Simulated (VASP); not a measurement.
**Ta4O: single point with r2SCAN**

Crystal: Ta4O.

```xyz
5
Lattice="3.2425 0.0000 0.0000 0.0000 3.2425 0.0000 0.0000 0.0000 7.3321" Properties=species:S:1:pos:R:3 pbc="T T T"
Ta    0.0000    0.0000    3.6660
Ta    1.6213    1.6213    5.7368
Ta    1.6213    1.6213    1.5953
Ta    0.0000    0.0000    0.0000
O     1.6213    1.6213    3.6660
```

| Item | Value |
| --- | --- |
| Program | VASP 6.6.1 |
| Task | single point |
| Functional | r2SCAN |
| Potentials or basis | VASP PAW PBE potentials, release 64 (Ta_pv, O) |
| Cutoff | 520 eV |
| k mesh | 12 × 12 × 6 |
| Occupations | gaussian, width 0.1 eV |
| Spin | no spin polarisation |
| Dipole correction | no |
| Further INCAR settings | ALGO = Normal; EDIFF = 1e-06; NBANDS = 33 |

- Pressure: 0.9 GPa
- Largest force: 0.035 eV/Å
- Band gap on the k mesh: zero (band 25 reaches 7.08 eV, above the bottom of band 26 at 5.94 eV)

Forces on the atoms (eV/Å):
```
Ta   0.000  0.000  0.000
Ta   0.000  0.000  0.035
Ta   0.000  0.000 -0.035
Ta   0.000  0.000  0.000
O    0.000  0.000  0.000
```

Stress tensor (GPa, compression positive):
```
0.87 0.00 0.00
0.00 0.87 0.00
0.00 0.00 0.97
```

Levels at points of the mesh, in eV from the Fermi level:
| k point | band 23 | band 24 | band 25 | band 26 | band 27 | band 28 |
| --- | --- | --- | --- | --- | --- | --- |
| (0.00, 0.00, 0.00) | -0.46 | -0.46 | 0.16 | 0.66 | 1.06 | 1.06 |
| (0.50, 0.00, 0.00) | -0.99 | -0.72 | 0.17 | 0.96 | 1.02 | 1.29 |
| (0.50, 0.50, 0.00) | -1.67 | -0.75 | -0.75 | 1.99 | 2.78 | 2.84 |
| (0.00, 0.00, 0.50) | -0.56 | -0.49 | 0.55 | 0.76 | 0.76 | 1.07 |
| (0.50, 0.00, 0.50) | -1.07 | -0.76 | -0.53 | 1.12 | 1.37 | 1.83 |
| (0.50, 0.50, 0.50) | -1.82 | -0.10 | -0.10 | 2.00 | 2.04 | 2.04 |

Wall time 28 min on 1 thread of AMD EPYC 7R13, with other jobs on the host, peak memory 0.31 GiB.

Caveat: the PAW data sets were made with another functional, which shifts forces and pressure a little; spin-orbit coupling is left out, which moves the levels of the heavy elements.
